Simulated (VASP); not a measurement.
A run of VASP 6.6.1 is set up as follows.

INCAR

```
PREC = Accurate
ENCUT = 600
EDIFF = 1E-7
ISMEAR = 0
SIGMA = 0.1
LREAL = F
LASPH = T
NELM = 60
ALGO = Normal
ISIF = 3
LWAVE = F
LCHARG = F
GGA = PE
IBRION = 2
NSW = 90
EDIFFG = -0.04
```

Contents of KPOINTS:

```
regular mesh
0
Gamma
  6 6 2
```

POSCAR

```
Ta2Bi2O
1.0
    4.2614723900      0.0000000000      0.0000000000
   -2.1307362000      3.6905433500      0.0000000000
    0.0000000000      0.0000000000      7.5537476000
Ta Bi O
2 2 1
Direct
    0.3333333300      0.6666666700      0.3601024500
    0.3333333300      0.6666666700      0.6398975500
    0.6666666700      0.3333333300      0.0000000000
    0.0000000000      0.0000000000      0.5000000000
    0.6666666700      0.3333333300      0.5000000000
```

Potentials or basis: VASP PAW PBE potentials, release 64 (Ta_pv, Bi_d, O).

Run with:

```bash
$ cat potpaw_PBE.64/Ta_pv/POTCAR potpaw_PBE.64/Bi_d/POTCAR potpaw_PBE.64/O/POTCAR > POTCAR
$ mpirun -np 1 vasp_std > vasp.out
```

Task: Predict the relaxed volume.

Result: 21.51 Å³/atom.

Task: Predict the band gap on the k mesh.

Result: Zero (bands 29 and 30 overlap by 0.08 eV).

Task: Estimate the relaxed cell.

Result: a = 4.381 Å, b = 4.381 Å, c = 6.471 Å, α = 90.00°, β = 90.00°, γ = 120.00°.

Task: Predict the space group after relaxing (to 0.1 Å).

Result: P-6m2 (No. 187).

Final structure:
```xyz
5
Lattice="4.3810 0.0000 0.0000 -2.1905 3.7940 0.0000 0.0000 0.0000 6.4708" Properties=species:S:1:pos:R:3 pbc="T T T"
Ta    0.0000    2.5294    1.8576
Ta    0.0000    2.5294    4.6132
Bi    2.1905    1.2647    0.0000
Bi   -2.1905    3.7940    3.2354
O     2.1905    1.2647    3.2354
```

Caveat: the k points lie up to 0.49 Å⁻¹ apart in the final cell; spin-orbit coupling is left out, which moves the levels of the heavy elements.
